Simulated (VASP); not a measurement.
Here is a VASP 6.6.1 calculation.

Contents of INCAR:

```
ALGO = Fast ; EDIFF = 1E-6
ENCUT = 520 ; GGA = PE
ISIF = 2 ; ISMEAR = 0
LASPH = True ; LCHARG = False
LREAL = False ; LWAVE = False
NBANDS = 30 ; NELM = 60
PREC = Accurate ; SIGMA = 0.1
```

File KPOINTS:

```
k-points
0
Gamma
  14 14 4
```

The input POSCAR:

```
TiAl3Ni2
1.0
    2.8807412367      0.0000000000      0.0000000000
    0.0000000000      2.8807412367      0.0000000000
    0.0000000000      0.0000000000      9.7358721046
Ti Al Ni
1 3 2
Direct
    0.0000000000      0.0000000000      0.5000000000
    0.5000000000      0.5000000000      0.0000000000
    0.5000000000      0.5000000000      0.2981093723
    0.5000000000      0.5000000000      0.7018906277
    0.0000000000      0.0000000000      0.8514349617
    0.0000000000      0.0000000000      0.1485650383
```

Potentials or basis: VASP PAW PBE potentials, release 64 (Ti_sv, Al, Ni).

Command:

```bash
$ cat potpaw_PBE.64/Ti_sv/POTCAR potpaw_PBE.64/Al/POTCAR potpaw_PBE.64/Ni/POTCAR > POTCAR
$ mpirun -np 1 vasp_std > vasp.out
```

Q: What does it give for the pressure?

A: 0.0 GPa.

Q: Estimate the band gap on the k mesh.

A: Zero (an odd number of electrons rules out a gap without spin polarisation).

Forces on the atoms (eV/Å):
```
Ti   0.000  0.000  0.000
Al   0.000  0.000  0.000
Al   0.000  0.000  0.001
Al   0.000  0.000 -0.001
Ni   0.000  0.000 -0.003
Ni   0.000  0.000  0.003
```

Spin polarisation is off, so any magnetic state and its effect on volume and gap are missing.
